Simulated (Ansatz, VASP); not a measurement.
## Two plane-wave programs on C

```
C
1.0
     3.52744    2.03657    0.84533
    -3.52744    2.03657    0.84533
     0.00000   -4.07314    0.84533
C
6
Cartesian
  2.2046 -1.2728 1.5927
  0.0000 -2.5457 0.9433
  -2.2046 -1.2728 1.5927
  2.2046 1.2728 0.9433
  0.0000 2.5457 1.5927
  -2.2046 1.2728 0.9433
```

Alike in both runs: functional PBE; k mesh 6 × 6 × 6; occupations gaussian, width 0.1 eV; no spin polarisation.

Ansatz relaxed the structure, and its values are those at the end. VASP's run is a single point on that final structure, the one shown.

|  | VASP | Ansatz |
| --- | --- | --- |
| version | VASP 6.6.1 | Ansatz 0.2.0 |
| potentials or method | VASP PAW PBE potentials, release 64 (C), cutoff 520 eV | scalar-relativistic, plane waves, PAW |
| valence electrons in the cell | 24 | 24 |

VASP gave:

| Property | Result |
| --- | --- |
| gap on the k mesh at the Fermi level (eV) | none |
| pressure (GPa) | 0.6 |
| rms of the force components (eV/Å) | 0.019 |

**Question.** What did Ansatz give for the same quantities?

**Answer.** gap on the k mesh at the Fermi level (eV): none; pressure (GPa): -0.1; rms of the force components (eV/Å): 0.006.

A gap of «none» marks a metal or a gap that the smearing closes.

The k mesh is coarse, so the values compare programs but aren't converged.
